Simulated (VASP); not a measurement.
Input of a VASP 6.6.1 run:

INCAR

```
SYSTEM = Zr2SiC2
  PREC = Accurate
  ENCUT = 520
  EDIFF = 1E-6
  ISMEAR = 0
  SIGMA = 0.1
  LREAL = .False.
  LASPH = .True.
  NELM = 150
  ALGO = Normal
  ISIF = 2
  LWAVE = .False.
  LCHARG = .False.
  ISPIN = 2
  MAGMOM = 1 1 0 0 0
  LORBIT = 11
  LMAXMIX = 4
  GGA = PE
  NBANDS = 30
```

KPOINTS

```
Automatic mesh
0
Gamma
  6 6 6
  0 0 0
```

Contents of POSCAR:

```
Zr2SiC2
1.0
   -1.5524764807      2.7315826236      3.6238446642
    1.5524764807     -2.7315826236      3.6238446642
    1.5524764807      2.7315826236     -3.6238446642
Zr Si C
2 1 2
Direct
    0.3047681161      0.8047681161      0.5000000000
    0.6952318839      0.1952318839      0.5000000000
    0.0000000000      0.0000000000      0.0000000000
    0.7448921860      0.5000000000      0.2448921860
    0.2551078140      0.5000000000      0.7551078140
```

Potentials or basis: VASP PAW PBE potentials, release 64 (Zr_sv, Si, C).

Run with:

```sh
$ cat potpaw_PBE.64/Zr_sv/POTCAR potpaw_PBE.64/Si/POTCAR potpaw_PBE.64/C/POTCAR > POTCAR
$ mpirun -np 1 vasp_std > vasp.out
```

Problem. Estimate the pressure.

Solution. 0.2 GPa.

Problem. What does it give for the largest force?

Solution. 0.019 eV/Å.

Forces on the atoms (eV/Å):
```
Zr   0.000  0.000 -0.019
Zr   0.000  0.000  0.019
Si   0.000  0.000  0.000
C    0.000  0.002  0.000
C    0.000 -0.002  0.000
```

Caveat: the k points lie up to 0.37 Å⁻¹ apart, too coarse for converged energies and pressures of a metal.
